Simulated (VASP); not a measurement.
Here is a VASP 6.6.1 calculation.

The input INCAR:

```
ALGO = Normal ; EDIFF = 1E-7
EDIFFG = -0.005 ; ENCUT = 600
GGA = PE ; IBRION = 2
ISIF = 3 ; ISMEAR = -1
IVDW = 13 ; LASPH = T
LCHARG = F ; LREAL = F
LWAVE = F ; NELM = 60
NSW = 80 ; PREC = Accurate
SIGMA = 0.05
```

The input KPOINTS:

```
k-points
0
Gamma
  11 11 11
```

Contents of POSCAR:

```
MgO
1.0
    0.0000000000      2.0970013927      2.0970013927
    2.0970013927      0.0000000000      2.0970013927
    2.0970013927      2.0970013927      0.0000000000
Mg O
1 1
Direct
    0.0000000000      0.0000000000      0.0000000000
    0.5000000000      0.5000000000      0.5000000000
```

Potentials or basis: VASP PAW PBE potentials, release 64 (Mg, O).

The run is started by

```sh
$ cat potpaw_PBE.64/Mg/POTCAR potpaw_PBE.64/O/POTCAR > POTCAR
$ mpirun -np 1 vasp_std > vasp.out
```

Task: Estimate the dispersion energy per atom.

Result: -0.165 eV.

Task: What does it give for the relaxed volume?

Result: 9.37 Å³/atom.

Task: What does it give for the relaxed cell?

Result: a = 2.982 Å, b = 2.982 Å, c = 2.982 Å, α = 60.00°, β = 60.00°, γ = 60.00°.

Final structure:
```yaml
crystal:
  lattice:
    - [0.00000, 2.10856, 2.10856]
    - [2.10856, 0.00000, 2.10856]
    - [2.10856, 2.10856, 0.00000]
  atoms:
    - { symbol: Mg, position: [0.00000, 0.00000, 0.00000] }
    - { symbol: O, position: [0.50000, 0.50000, 0.50000] }
```
